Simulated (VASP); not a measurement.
# Sc2Al (I4/mmm) in VASP: single point with PBEsol

Aim: the single point of Sc2Al with PBEsol.

Everything below comes from runs of VASP 6.6.1. Logs are shortened: lines on timing, memory, paths and dates and some standing lists are left out, and cuts for length are marked.

## Step 1: The cell of the first run

Symmetry: I4/mmm, No. 139, tetragonal system. Conventional cell: a = 3.169 Å, b = 3.169 Å, c = 12.732 Å, α = 90.00°, β = 90.00°, γ = 90.00°. Within 4.0 Å of Sc (site symmetry 4mm) lie 4 Al at 2.98 Å and 9 Sc at 3.17 to 3.93 Å. Al (site symmetry 4/mmm) has 8 Sc at 2.98 Å and 4 Al at 3.17 Å within 3.9 Å.

## Step 2: Single point, PBEsol

The input, POSCAR:

```
Sc2Al
1.0
   -1.5847333353      1.5847333353      6.3660231044
    1.5847333353     -1.5847333353      6.3660231044
    1.5847333353      1.5847333353     -6.3660231044
Sc Al
2 1
Direct
    0.3457036782      0.3457036782      0.0000000000
    0.6542963218      0.6542963218      0.0000000000
    0.0000000000      0.0000000000      0.0000000000
```

The input, INCAR.step1:

```
SYSTEM = Sc2Al
ALGO = Fast
EDIFF = 1E-7
ENCUT = 520
GGA = PS
ISIF = 2
ISMEAR = 0
LASPH = .True.
LCHARG = .True.
LMAXMIX = 4
LREAL = .False.
LWAVE = .False.
NBANDS = 20
NELM = 80
PREC = Accurate
SIGMA = 0.1
```

The input, KPOINTS.step1:

```
k-points
0
Gamma
  20 20 20
  0 0 0
```

The input, INCAR.step2:

```
SYSTEM = Sc2Al
ALGO = Fast
EDIFF = 1E-7
ENCUT = 520
GGA = PS
ICHARG = 11
ISIF = 2
ISMEAR = -5
LASPH = .True.
LCHARG = .False.
LMAXMIX = 4
LORBIT = 11
LREAL = .False.
LWAVE = .False.
NEDOS = 1001
NELM = 80
PREC = Accurate
SIGMA = 0.1
```

The input, KPOINTS.step2:

```
k-points
0
Gamma
  30 30 30
  0 0 0
```

Potentials or basis: VASP PAW PBE potentials, release 64 (Sc_sv, Al).

Command:

```sh
cat potpaw_PBE.64/Sc_sv/POTCAR potpaw_PBE.64/Al/POTCAR > POTCAR
cp INCAR.step1 INCAR
cp KPOINTS.step1 KPOINTS
mpirun -np 1 vasp_std > vasp.out
cp INCAR.step2 INCAR
cp KPOINTS.step2 KPOINTS
mpirun -np 1 vasp_std > vasp.out
```

OUTCAR:

```text
SYSTEM = Sc2Al
   EDIFF = 1E-7
   ENCUT = 520
   GGA = PS
   ICHARG = 11
   ISIF = 2
   ISMEAR = -5
   LASPH = .True.
   LORBIT = 11
   LREAL = .False.
   NELM = 80
   PREC = Accurate

 ion  position               nearest neighbor table
   1  0.346  0.346  0.000-   3 2.98   3 2.98   3 2.98   3 2.98   2 3.31   2 3.31   2 3.31   2 3.31

   2  0.654  0.654  0.000-   3 2.98   3 2.98   3 2.98   3 2.98   1 3.31   1 3.31   1 3.31   1 3.31

   3  0.000  0.000  0.000-   2 2.98   2 2.98   2 2.98   1 2.98   2 2.98   1 2.98   1 2.98   1 2.98

  LATTYP: Found a body centered tetragonal cell.
 ALAT       =     3.1694666706
 C/A-ratio  =     4.0170942092

  Lattice vectors:

 A1 = (  -1.5847333353,   1.5847333353,   6.3660231044)
 A2 = (   1.5847333353,  -1.5847333353,   6.3660231044)
 A3 = (   1.5847333353,   1.5847333353,  -6.3660231044)

Analysis of symmetry for initial positions (statically):
=====================================================================
 Subroutine PRICEL returns:
 Original cell was already a primitive cell.

 Routine SETGRP: Setting up the symmetry group for a
 body centered tetragonal supercell.

 Subroutine GETGRP returns: Found 16 space group operations
 (whereof 16 operations were pure point group operations)
 out of a pool of 16 trial point group operations.

The static configuration has the point symmetry D_4h.

Analysis of symmetry for dynamics (positions and initial velocities):
=====================================================================
 Subroutine PRICEL returns:
 Original cell was already a primitive cell.

 Routine SETGRP: Setting up the symmetry group for a
 body centered tetragonal supercell.

 Subroutine GETGRP returns: Found 16 space group operations
 (whereof 16 operations were pure point group operations)
 out of a pool of 16 trial point group operations.

The dynamic configuration has the point symmetry D_4h.

 Subroutine INISYM returns: Found 16 space group operations
 (whereof 16 operations are pure point group operations),
 and found     1 'primitive' translations

----------------------------------------------------------------------------------------

                                     Primitive cell

  volume of cell :      63.9500

  direct lattice vectors                    reciprocal lattice vectors
    -1.584733335  1.584733335  6.366023104     0.000000000  0.315510496  0.078541971
     1.584733335 -1.584733335  6.366023104     0.315510496  0.000000000  0.078541971
     1.584733335  1.584733335 -6.366023104     0.315510496  0.315510496  0.000000000

  length of vectors
     6.749000641  6.749000641  6.749000641     0.325139530  0.325139530  0.446199222

  position of ions in fractional coordinates (direct lattice)
     0.345703678  0.345703678  0.000000000
     0.654296322  0.654296322  0.000000000
     0.000000000  0.000000000  0.000000000

  ion indices of the primitive-cell ions
   primitive index   ion index
                 1           1
                 2           2
                 3           3

----------------------------------------------------------------------------------------

 KPOINTS: k-points

Automatic generation of k-mesh.
 Grid dimensions read from file:
 generate k-points for:   30   30   30

 Generating k-lattice:

  Cartesian coordinates                     Fractional coordinates (reciprocal lattice)
     0.000000000  0.010517017  0.002618066     0.033333333 -0.000000000  0.000000000
     0.010517017  0.000000000  0.002618066    -0.000000000  0.033333333  0.000000000
     0.010517017  0.010517017  0.000000000     0.000000000  0.000000000  0.033333333

  Length of vectors
     0.010837984  0.010837984  0.014873307

  Shift w.r.t. Gamma in fractional coordinates (k-lattice)
     0.000000000  0.000000000  0.000000000

 TETIRR: Found  34135 inequivalent tetrahedra from   162000

 Subroutine IBZKPT returns following result:
 ===========================================

 Found   1992 irreducible k-points:

 Following reciprocal coordinates:
            Coordinates               Weight
  0.000000  0.000000  0.000000      1.000000
  0.033333  0.000000 -0.000000      8.000000
  0.066667 -0.000000  0.000000      8.000000
  0.100000 -0.000000  0.000000      8.000000
  0.133333  0.000000 -0.000000      8.000000
  0.166667  0.000000 -0.000000      8.000000
[... 16 lines left out ...]
  0.233333  0.033333  0.000000     16.000000
  0.266667  0.033333 -0.000000     16.000000
 [... further k-points ...]
   k-points           NKPTS =   1992   k-points in BZ     NKDIM =   1992   number of bands    NBANDS=     16
   number of dos      NEDOS =   1001   number of ions     NIONS =      3
   total plane-waves  NPLWV = 125000
   dimension x,y,z NGX =    50 NGY =   50 NGZ =   50
   dimension x,y,z NGXF=   100 NGYF=  100 NGZF=  100
   ions per type =               2   1
   NGX,Y,Z   is equivalent  to a cutoff of  12.32, 12.32, 12.32 a.u.
   NGXF,Y,Z  is equivalent  to a cutoff of  24.63, 24.63, 24.63 a.u.
 SYSTEM =  Sc2Al
   PREC   = accura    normal or accurate (medium, high low for compatibility)
   ISTART =      0    job   : 0-new  1-cont  2-samecut
   ICHARG =     11    charge: 1-file 2-atom 10-const
   ISPIN  =      1    spin polarized calculation?
   LNONCOLLINEAR =      F non collinear calculations
   LSORBIT =      F    spin-orbit coupling
   LASPH  =      T    aspherical Exc in radial PAW
   ENCUT  =  520.0 eV  38.22 Ry    6.18 a.u.  12.55 12.55 12.55*2*pi/ulx,y,z
   NELM   =     80;   NELMIN=  2; NELMDL=  0     # of ELM steps
   EDIFF  = 0.1E-06   stopping-criterion for ELM
   LREAL  =      F    real-space projection
   EDIFFG = 0.1E-05   stopping-criterion for IOM
   NSW    =      0    number of steps for IOM
   IBRION =     -1    ionic relax: 0-MD 1-quasi-New 2-CG
   NFREE  =      0    steps in history (QN), initial steepest desc. (CG)
   ISIF   =      2    stress and relaxation
   ISYM   =      2    0-nonsym 1-usesym 2-fastsym
   POTIM  = 0.5000    time-step for ionic-motion
   TEBEG  =    0.0;   TEEND  =   0.0 temperature during run
   PSTRESS=    0.0 pullay stress
   NELECT =      25.0000    total number of electrons
   NUPDOWN=      -1.0000    fix difference up-down
   EMIN   =  10.00;   EMAX   =-10.00  energy-range for DOS
   EFERMI =   0.00;   METHOD = LEGACY
   ISMEAR =    -5;   SIGMA  =   0.10  broadening in eV -4-tet -1-fermi 0-gaus
   EFERMI_NEDOS =   21; number of points for ismear=-14 and -15
   IALGO  =     68    algorithm
   IMIX   =      4    mixing-type and parameters
     AMIX     =   0.40;   BMIX     =  1.00
     AMIX_MAG =   1.60;   BMIX_MAG =  1.00
  volume/ion in A,a.u.               =      21.32       143.85
  Fermi-wavevector in a.u.,A,eV,Ry     =   1.197038  2.262074 19.495791  1.432900
  Thomas-Fermi vector in A             =   2.332963
   LORBIT       =     11    0 simple, 1 ext, 2 COOP (PROOUT), +10 PAW based schemes
   GGA     = PS    functional components
   LHFCALC =     F    Hartree Fock is set to
   AEXX    =    0.0000 exact exchange contribution
   IVDW    =     0    specifies the selected vdW correction
   LEPSILON=     F    determine dielectric tensor
   LRPA    =     F    only Hartree local field effects (RPA)
 non-spin polarized calculation
 RMM-DIIS sequential band-by-band and
 Fermi weights with tetrahedron method with Bloechl corrections
  energy-cutoff  :      520.00
  volume of cell :       63.95
 maximum number of plane-waves:      1750

 number of electron      25.0000001 magnetization

 Free energy of the ion-electron system (eV)
  ---------------------------------------------------
  ext. energy  EPLUGINS =         0.00000000
  ---------------------------------------------------
  free energy    TOTEN  =       -18.22724247 eV

  energy without entropy =      -18.22724247  energy(sigma->0) =      -18.22724247

 E-fermi :   4.7097     XC(G=0): -10.1827

 val. band max:        4.7164369736   @ k =  -0.4333   0.1667   0.0667
 cond. band min:       4.6997421764   @ k =  -0.3000   0.4000   0.3000
 fundamental gap:     -0.0166947971
 Fermi energy:         4.7096819503

 k-point     1 :       0.0000    0.0000    0.0000
  band No.  band energies     occupation
      1     -44.4380      2.00000
      2     -44.4032      2.00000
      3     -23.2612      2.00000
      4     -23.0568      2.00000
      5     -23.0318      2.00000
      6     -23.0318      2.00000
[... 8 lines left out ...]
     15       6.4577      0.00000
     16       6.9822      0.00000

 k-point     2 :       0.0333    0.0000   -0.0000
  band No.  band energies     occupation
      1     -44.4376      2.00000
      2     -44.4030      2.00000
      3     -23.2605      2.00000
      4     -23.0595      2.00000
      5     -23.0324      2.00000
      6     -23.0314      2.00000
[... 8 lines left out ...]
     15       6.4278      0.00000
     16       6.9924      0.00000

 k-point     3 :       0.0667   -0.0000    0.0000
  band No.  band energies     occupation
      1     -44.4363      2.00000
      2     -44.4023      2.00000
      3     -23.2582      2.00000
      4     -23.0678      2.00000
      5     -23.0337      2.00000
      6     -23.0301      2.00000
[... 8 lines left out ...]
     15       6.3516      0.00000
     16       6.9980      0.00000
[... 362 lines left out ...]
 k-point    23 :       0.2333    0.0333    0.0000
  band No.  band energies     occupation
      1     -44.4199      2.00000
      2     -44.3942      2.00000
      3     -23.2358      2.00000
      4     -23.1776      2.00000
      5     -23.0996      2.00000
      6     -23.0473      2.00000
[... 8 lines left out ...]
     15       5.8657      0.00000
     16       6.9490      0.00000

 k-point    24 :       0.2667    0.0333   -0.0000
  band No.  band energies     occupation
      1     -44.4155      2.00000
      2     -44.3924      2.00000
      3     -23.2369      2.00000
      4     -23.2058      2.00000
      5     -23.1196      2.00000
      6     -23.0507      2.00000
[... 8 lines left out ...]
     15       5.8492      0.00000
     16       6.9480      0.00000

 [... further k-points ...]

------------------------ aborting loop because EDIFF is reached ----------------------------------------

  FORCE on cell =-STRESS in cart. coord.  units (eV):
  Direction    XX          YY          ZZ          XY          YZ          ZX
  --------------------------------------------------------------------------------------
  -------------------------------------------------------------------------------------
  Total       -0.8568465     -0.8568465     -0.8778438      0.0000000      0.0000000      0.0000000
  in kB      -21.4670820    -21.4670820    -21.9931401      0.0000000      0.0000000      0.0000000
  external PRESSURE =     -21.6424347 kB  Pullay stress =       0.0000000 kB

 VOLUME and BASIS-vectors are now :
 -----------------------------------------------------------------------------
  energy-cutoff  :      520.00
  volume of cell :       63.95
      direct lattice vectors                 reciprocal lattice vectors
    -1.584733335  1.584733335  6.366023104     0.000000000  0.315510496  0.078541971
     1.584733335 -1.584733335  6.366023104     0.315510496  0.000000000  0.078541971
     1.584733335  1.584733335 -6.366023104     0.315510496  0.315510496  0.000000000

 POSITION                                       TOTAL-FORCE (eV/Angst)
 -----------------------------------------------------------------------------------
      0.00000      0.00000      4.40152        -0.000000     -0.000000     -0.022927
      0.00000      0.00000      8.33053         0.000000      0.000000      0.022927
      0.00000      0.00000      0.00000        -0.000000     -0.000000      0.000000
 -----------------------------------------------------------------------------------
    total drift:                                0.000000      0.000000     -0.000000

  FREE ENERGIE OF THE ION-ELECTRON SYSTEM (eV)
  ---------------------------------------------------
  free  energy   TOTEN  =       -18.2272424734 eV

  energy  without entropy=      -18.2272424734  energy(sigma->0) =      -18.22724247

 total charge

# of ion       s       p       d       tot
------------------------------------------
    1        2.251   6.122   1.045   9.418
    2        2.251   6.122   1.045   9.418
    3        0.429   0.370   0.000   0.800
--------------------------------------------------
tot          4.932  12.615   2.089  19.636
```

It took 3.1 h on 1 thread of Intel Xeon Platinum 8259CL at 2.50GHz (Skylake/Cascade Lake), shared host; peak memory 2 GiB.

Results:

| Item | Value |
| --- | --- |
| Valence electrons inside the program's atomic spheres | Sc 9.42; Al 0.80 |

Caveat: the PAW data sets were made with another functional, which shifts forces and pressure a little.
